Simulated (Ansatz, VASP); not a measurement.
**CdF2: VASP beside Ansatz**

```xyz
3
Lattice="0.0000 2.7275 2.5175 2.7275 0.0000 2.5175 2.7275 2.7275 0.0000" Properties=species:S:1:pos:R:3 pbc="T T T"
Cd    0.0000    0.0000    0.0000
F     1.3638    1.3638    1.2588
F     4.0913    4.0913    3.7763
```

Alike in both runs: task single point; functional PBEsol; k mesh 8 × 8 × 8; occupations gaussian, width 0.05 eV; no spin polarisation.

```csv
,VASP,Ansatz
version,VASP 6.6.1,Ansatz 0.2.0
potentials or method,"VASP PAW PBE potentials, release 64 (Cd_sv_GW, F), cutoff 700 eV","scalar-relativistic, plane waves, PAW"
valence electrons in the cell,34,34
```

VASP gave:

| Quantity | Value |
| --- | --- |
| gap on the k mesh at the Fermi level (eV) | 2.87 |
| least direct gap on the mesh (eV) | 3.37 |
| pressure (GPa) | 4.4 |
| traceless stress, the component that is largest in VASP (GPa) | 6.37 |

Question: Estimate Ansatz's values.

Answer: gap on the k mesh at the Fermi level (eV): 2.88; least direct gap on the mesh (eV): 3.38; pressure (GPa): 4.8; traceless stress, the component that is largest in VASP (GPa): 6.38.

VASP's potentials were made for PBE, not for PBEsol. The functional is the same, so the differences come from potentials, cutoffs and numerics.
